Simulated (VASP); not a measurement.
# SiC (P6_3mc) in VASP: notebook

The runs below take SiC through single point, relaxation of cell and atoms, with LDA.

Program: VASP 6.6.1. These are calculated values, not measurements. Logs are shortened: lines on timing, memory, paths and dates and some standing lists are left out, and cuts for length are marked.

### Step 1. The cell of the first run

Symmetry: P6_3mc, No. 186, hexagonal system. Conventional cell: a = 3.058 Å, b = 3.058 Å, c = 10.012 Å, α = 90.00°, β = 90.00°, γ = 120.00°. Within 2.5 Å of Si (site symmetry 3m) lie 4 C at 1.87 to 1.88 Å. Within 2.5 Å of Si (site symmetry 3m) lie 4 C at 1.87 to 1.88 Å. C (site symmetry 3m) has 4 Si at 1.87 to 1.88 Å within 2.5 Å. C (site symmetry 3m) has 4 Si at 1.87 to 1.88 Å within 2.5 Å.

### Step 2. Single point, LDA

The input, INCAR:

```
ALGO = Normal ; EDIFF = 1E-7
ENCUT = 520 ; ISIF = 2
ISMEAR = 0 ; LASPH = T
LCHARG = F ; LREAL = F
LWAVE = F ; NBANDS = 26
NELM = 80 ; PREC = Accurate
SIGMA = 0.02
```

The input, KPOINTS:

```
k-points
0
Gamma
  12 12 4
```

The input, POSCAR:

```
SiC
1.0
    3.0584217981     -0.0000000029      0.0000000000
   -1.5292108966      2.6486709741      0.0000000000
    0.0000000000      0.0000000000     10.0121483296
Si C
4 4
Direct
    0.6666666667      0.3333333333      0.9378414608
    0.3333333333      0.6666666667      0.4378414608
    0.0000000000      0.0000000000      0.6879005827
    0.0000000000      0.0000000000      0.1879005827
    0.6666666667      0.3333333333      0.7498077814
    0.3333333333      0.6666666667      0.2498077814
    0.0000000000      0.0000000000      0.5004491751
    0.0000000000      0.0000000000      0.0004491751
```

Potentials or basis: VASP PAW LDA potentials, release 64 (Si, C).

Launch:

```console
$ cat potpaw_LDA.64/Si/POTCAR potpaw_LDA.64/C/POTCAR > POTCAR
$ mpirun -np 1 vasp_std > vasp.out
```

OUTCAR:

```text
EDIFF = 1E-7
   ENCUT = 520
   ISIF = 2
   ISMEAR = 0
   LASPH = T
   LREAL = F
   NELM = 80
   PREC = Accurate

 ion  position               nearest neighbor table
   1  0.667  0.333  0.938-   8 1.87   8 1.87   8 1.87   5 1.88   3 3.06   3 3.06   3 3.06   4 3.06
                             4 3.06   4 3.06
   2  0.333  0.667  0.438-   7 1.87   7 1.87   7 1.87   6 1.88   4 3.06   4 3.06   4 3.06   3 3.06
                             3 3.06   3 3.06
   3  0.000  0.000  0.688-   5 1.87   5 1.87   5 1.87   7 1.88   1 3.06   1 3.06   1 3.06   2 3.06
                             2 3.06   2 3.06
   4  0.000  0.000  0.188-   6 1.87   6 1.87   6 1.87   8 1.88   2 3.06   2 3.06   2 3.06   1 3.06
                             1 3.06   1 3.06
   5  0.667  0.333  0.750-   3 1.87   3 1.87   3 1.87   1 1.88
   6  0.333  0.667  0.250-   4 1.87   4 1.87   4 1.87   2 1.88
   7  0.000  0.000  0.500-   2 1.87   2 1.87   2 1.87   3 1.88
   8  0.000  0.000  0.000-   1 1.87   1 1.87   1 1.87   4 1.88

  LATTYP: Found a hexagonal cell.
 ALAT       =     3.0584217981
 C/A-ratio  =     3.2736322818

  Lattice vectors:

 A1 = (   3.0584217981,  -0.0000000029,   0.0000000000)
 A2 = (  -1.5292108966,   2.6486709741,   0.0000000000)
 A3 = (   0.0000000000,   0.0000000000,  10.0121483296)

Analysis of symmetry for initial positions (statically):
=====================================================================
 Subroutine PRICEL returns:
 Original cell was already a primitive cell.

 Routine SETGRP: Setting up the symmetry group for a
 hexagonal supercell.

 Subroutine GETGRP returns: Found 12 space group operations
 (whereof  6 operations were pure point group operations)
 out of a pool of 24 trial point group operations.

The static configuration has the point symmetry C_3v.
 The point group associated with its full space group is C_6v.

Analysis of symmetry for dynamics (positions and initial velocities):
=====================================================================
 Subroutine PRICEL returns:
 Original cell was already a primitive cell.

 Routine SETGRP: Setting up the symmetry group for a
 hexagonal supercell.

 Subroutine GETGRP returns: Found 12 space group operations
 (whereof  6 operations were pure point group operations)
 out of a pool of 24 trial point group operations.

The dynamic configuration has the point symmetry C_3v.
 The point group associated with its full space group is C_6v.

 Subroutine INISYM returns: Found 12 space group operations
 (whereof  6 operations are pure point group operations),
 and found     1 'primitive' translations

----------------------------------------------------------------------------------------

                                     Primitive cell

  volume of cell :      81.1059

  direct lattice vectors                    reciprocal lattice vectors
     3.058421798 -0.000000003  0.000000000     0.326966019  0.188773919  0.000000000
    -1.529210897  2.648670974  0.000000000     0.000000000  0.377547838  0.000000000
     0.000000000  0.000000000 10.012148330     0.000000000  0.000000000  0.099878664

  length of vectors
     3.058421798  3.058421798 10.012148330     0.377547838  0.377547838  0.099878664

  position of ions in fractional coordinates (direct lattice)
     0.666666667  0.333333333  0.937841461
     0.333333333  0.666666667  0.437841461
     0.000000000  0.000000000  0.687900583
     0.000000000  0.000000000  0.187900583
     0.666666667  0.333333333  0.749807781
     0.333333333  0.666666667  0.249807781
     0.000000000  0.000000000  0.500449175
     0.000000000  0.000000000  0.000449175

  ion indices of the primitive-cell ions
   primitive index   ion index
                 1           1
                 2           2
                 3           3
                 4           4
                 5           5
                 6           6
                 7           7
                 8           8

----------------------------------------------------------------------------------------

 KPOINTS: k-points

Automatic generation of k-mesh.
 Grid dimensions read from file:
 generate k-points for:   12   12    4

 Generating k-lattice:

  Cartesian coordinates                     Fractional coordinates (reciprocal lattice)
     0.027247168  0.015731160  0.000000000     0.083333333  0.000000000  0.000000000
     0.000000000  0.031462320  0.000000000     0.000000000  0.083333333  0.000000000
     0.000000000  0.000000000  0.024969666     0.000000000  0.000000000  0.250000000

  Length of vectors
     0.031462320  0.031462320  0.024969666

  Shift w.r.t. Gamma in fractional coordinates (k-lattice)
     0.000000000  0.000000000  0.000000000

 Subroutine IBZKPT returns following result:
 ===========================================

 Found     57 irreducible k-points:

 Following reciprocal coordinates:
            Coordinates               Weight
  0.000000  0.000000  0.000000      1.000000
  0.083333  0.000000  0.000000      6.000000
  0.166667  0.000000  0.000000      6.000000
  0.250000  0.000000  0.000000      6.000000
  0.333333 -0.000000  0.000000      6.000000
  0.416667 -0.000000  0.000000      6.000000
[... 16 lines left out ...]
  0.250000  0.000000  0.250000     12.000000
  0.333333 -0.000000  0.250000     12.000000
 [... further k-points ...]
   k-points           NKPTS =     57   k-points in BZ     NKDIM =     57   number of bands    NBANDS=     26
   number of dos      NEDOS =    301   number of ions     NIONS =      8
   total plane-waves  NPLWV =  46080
   dimension x,y,z NGX =    24 NGY =   24 NGZ =   80
   dimension x,y,z NGXF=    48 NGYF=   48 NGZF=  160
   ions per type =               4   4
   NGX,Y,Z   is equivalent  to a cutoff of  13.05, 13.05, 13.28 a.u.
   NGXF,Y,Z  is equivalent  to a cutoff of  26.09, 26.09, 26.57 a.u.
 SYSTEM =  unknown system
   PREC   = accura    normal or accurate (medium, high low for compatibility)
   ISTART =      0    job   : 0-new  1-cont  2-samecut
   ICHARG =      2    charge: 1-file 2-atom 10-const
   ISPIN  =      1    spin polarized calculation?
   LNONCOLLINEAR =      F non collinear calculations
   LSORBIT =      F    spin-orbit coupling
   LASPH  =      T    aspherical Exc in radial PAW
   ENCUT  =  520.0 eV  38.22 Ry    6.18 a.u.   5.69  5.69 18.62*2*pi/ulx,y,z
   NELM   =     80;   NELMIN=  2; NELMDL= -5     # of ELM steps
   EDIFF  = 0.1E-06   stopping-criterion for ELM
   LREAL  =      F    real-space projection
   EDIFFG = 0.1E-05   stopping-criterion for IOM
   NSW    =      0    number of steps for IOM
   IBRION =     -1    ionic relax: 0-MD 1-quasi-New 2-CG
   NFREE  =      0    steps in history (QN), initial steepest desc. (CG)
   ISIF   =      2    stress and relaxation
   ISYM   =      2    0-nonsym 1-usesym 2-fastsym
   POTIM  = 0.5000    time-step for ionic-motion
   TEBEG  =    0.0;   TEEND  =   0.0 temperature during run
   PSTRESS=    0.0 pullay stress
   NELECT =      32.0000    total number of electrons
   NUPDOWN=      -1.0000    fix difference up-down
   EMIN   =  10.00;   EMAX   =-10.00  energy-range for DOS
   EFERMI =   0.00;   METHOD = LEGACY
   ISMEAR =     0;   SIGMA  =   0.02  broadening in eV -4-tet -1-fermi 0-gaus
   EFERMI_NEDOS =   21; number of points for ismear=-14 and -15
   IALGO  =     38    algorithm
   IMIX   =      4    mixing-type and parameters
     AMIX     =   0.40;   BMIX     =  1.00
     AMIX_MAG =   1.60;   BMIX_MAG =  1.00
  volume/ion in A,a.u.               =      10.14        68.42
  Fermi-wavevector in a.u.,A,eV,Ry     =   1.200717  2.269026 19.615804  1.441721
  Thomas-Fermi vector in A             =   2.336545
   LORBIT       =      0    0 simple, 1 ext, 2 COOP (PROOUT), +10 PAW based schemes
   GGA     = CA    functional components
   LHFCALC =     F    Hartree Fock is set to
   AEXX    =    0.0000 exact exchange contribution
   IVDW    =     0    specifies the selected vdW correction
   LEPSILON=     F    determine dielectric tensor
   LRPA    =     F    only Hartree local field effects (RPA)
 non-spin polarized calculation
 Gauss-broadening in eV      SIGMA  =   0.02
  energy-cutoff  :      520.00
  volume of cell :       81.11
 maximum number of plane-waves:      2210
 NGX is ok and might be reduce to    24
   NGX = 11   NGY = 11   NGZ = 37

 number of electron      31.9999999 magnetization

 Free energy of the ion-electron system (eV)
  ---------------------------------------------------
  ext. energy  EPLUGINS =         0.00000000
  ---------------------------------------------------
  free energy    TOTEN  =       -66.58062149 eV

  energy without entropy =      -66.58062149  energy(sigma->0) =      -66.58062149

 E-fermi :   8.5183     XC(G=0): -11.6400

 val. band max:        8.3611995294   @ k =   0.0000   0.0000   0.0000
 cond. band min:      10.5337906405   @ k =   0.5000   0.0000   0.0000
 fundamental gap:      2.1725911111
 Fermi energy:         8.5183266323

 k-point     1 :       0.0000    0.0000    0.0000
  band No.  band energies     occupation
      1      -7.1910      2.00000
      2      -5.9885      2.00000
      3      -5.9524      2.00000
      4      -3.4967      2.00000
      5      -0.3821      2.00000
      6       3.9667      2.00000
[... 18 lines left out ...]
     25      15.7933      0.00000
     26      16.4225      0.00000

 k-point     2 :       0.0833    0.0000    0.0000
  band No.  band energies     occupation
      1      -7.0680      2.00000
      2      -5.8695      2.00000
      3      -5.8328      2.00000
      4      -3.3923      2.00000
      5      -0.2684      2.00000
      6       4.0091      2.00000
[... 18 lines left out ...]
     25      15.8003      0.00000
[... 608 lines left out ...]
     25      17.2061      0.00000
     26      17.3940      0.00000

 k-point    24 :       0.3333   -0.0000    0.2500
  band No.  band energies     occupation
      1      -5.2218      2.00000
      2      -4.6475      2.00000
      3      -3.5748      2.00000
      4      -2.3620      2.00000
      5       1.0412      2.00000
      6       1.5823      2.00000
[... 18 lines left out ...]
     25      17.0259      0.00000
     26      17.6205      0.00000

 [... further k-points ...]

------------------------ aborting loop because EDIFF is reached ----------------------------------------

  FORCE on cell =-STRESS in cart. coord.  units (eV):
  Direction    XX          YY          ZZ          XY          YZ          ZX
  --------------------------------------------------------------------------------------
  -------------------------------------------------------------------------------------
  Total        0.2046071      0.2046071      0.2094019     -0.0000000      0.0000000      0.0000000
  in kB        4.0418362      4.0418362      4.1365528     -0.0000000      0.0000000      0.0000000
  external PRESSURE =       4.0734084 kB  Pullay stress =       0.0000000 kB

 VOLUME and BASIS-vectors are now :
 -----------------------------------------------------------------------------
  energy-cutoff  :      520.00
  volume of cell :       81.11
      direct lattice vectors                 reciprocal lattice vectors
     3.058421798 -0.000000003  0.000000000     0.326966019  0.188773919  0.000000000
    -1.529210897  2.648670974  0.000000000     0.000000000  0.377547838  0.000000000
     0.000000000  0.000000000 10.012148330     0.000000000  0.000000000  0.099878664

 POSITION                                       TOTAL-FORCE (eV/Angst)
 -----------------------------------------------------------------------------------
      1.52921      0.88289      9.38981         0.000000      0.000000      0.000981
      0.00000      1.76578      4.38373         0.000000     -0.000000      0.000981
      0.00000      0.00000      6.88736         0.000000     -0.000000     -0.001268
      0.00000      0.00000      1.88129        -0.000000     -0.000000     -0.001268
      1.52921      0.88289      7.50719         0.000000     -0.000000      0.000066
      0.00000      1.76578      2.50111        -0.000000      0.000000      0.000066
      0.00000      0.00000      5.01057         0.000000     -0.000000      0.000220
      0.00000      0.00000      0.00450        -0.000000      0.000000      0.000220
 -----------------------------------------------------------------------------------
    total drift:                               -0.000000     -0.000000     -0.000062

  FREE ENERGIE OF THE ION-ELECTRON SYSTEM (eV)
  ---------------------------------------------------
  free  energy   TOTEN  =       -66.5806214863 eV

  energy  without entropy=      -66.5806214863  energy(sigma->0) =      -66.58062149
```

Wall time 56 s (1 thread of AMD EPYC 9R45 (Zen 5), shared host); peak memory 0.19 GiB.

Results:

- Free energy: -66.5806 eV
- Pressure: 0.4 GPa
- Band gap on the k mesh: 2.17 eV (least direct gap 3.30 eV)

A k mesh can miss the band edges.

[end of part 1 of 2]
